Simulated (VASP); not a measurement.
Set up this calculation in VASP 6.6.1, as the native input.

```yaml
Task: single point
Functional: PBEsol
Dispersion: D3(BJ)
Potentials_or_basis: VASP PAW PBE potentials, release 64 (In_d, As)
Cutoff: 520 eV
k_mesh: 10 × 10 × 10
Occupations: gaussian, width 0.15 eV
Spin: no spin polarisation
Dipole_correction: no
Further_INCAR_settings: ALGO = Fast; EDIFF = 1e-06; NBANDS = 30
```

The structure of In3As lies in POSCAR:

```
In3As
1.0
    4.5024438172      0.0000000000      0.0000000000
    0.0000000000      4.4574193790      0.0000000000
    0.0000000000      0.0000000000      4.5024438172
In As
3 1
Direct
    0.0000000000      0.5000000000      0.5000000000
    0.5000000000      0.0000000000      0.5000000000
    0.5000000000      0.5000000000      0.0000000000
    0.0000000000      0.0000000000      0.0000000000
```

This cell differs from its parent crystal: strain -0.0100 x Voigt [0, 1, 0, 0, 0, 0].

The input as run:

INCAR

```
PREC = Accurate
ENCUT = 520
EDIFF = 1E-6
ISMEAR = 0
SIGMA = 0.15
LREAL = False
LASPH = True
NELM = 100
ALGO = Fast
ISIF = 2
LWAVE = False
LCHARG = False
GGA = PS
IVDW = 12
NBANDS = 30
```

KPOINTS

```
regular mesh
0
Gamma
  10 10 10
```

Potentials or basis: VASP PAW PBE potentials, release 64 (In_d, As).

Command:

```bash
$ cat potpaw_PBE.64/In_d/POTCAR potpaw_PBE.64/As/POTCAR > POTCAR
$ mpirun -np 1 vasp_std > vasp.out
```

Results of the run:

| Item | Value |
| --- | --- |
| Pressure | 0.3 GPa |
| Band gap on the k mesh | zero (bands 22 and 23 overlap by 4.69 eV) |
| Dispersion energy per atom | -0.401 eV |

Caveat: the cell differs from its parent crystal (strain -0.0100 x Voigt [0, 1, 0, 0, 0, 0]); the PAW data sets were made with another functional, which shifts forces and pressure a little; spin-orbit coupling is left out, which moves the levels of the heavy elements.

It took 2.5 min on 1 thread of Intel(R) Xeon(R) 6975P-C (Granite Rapids), with other jobs on the host, peak memory 0.42 GiB.
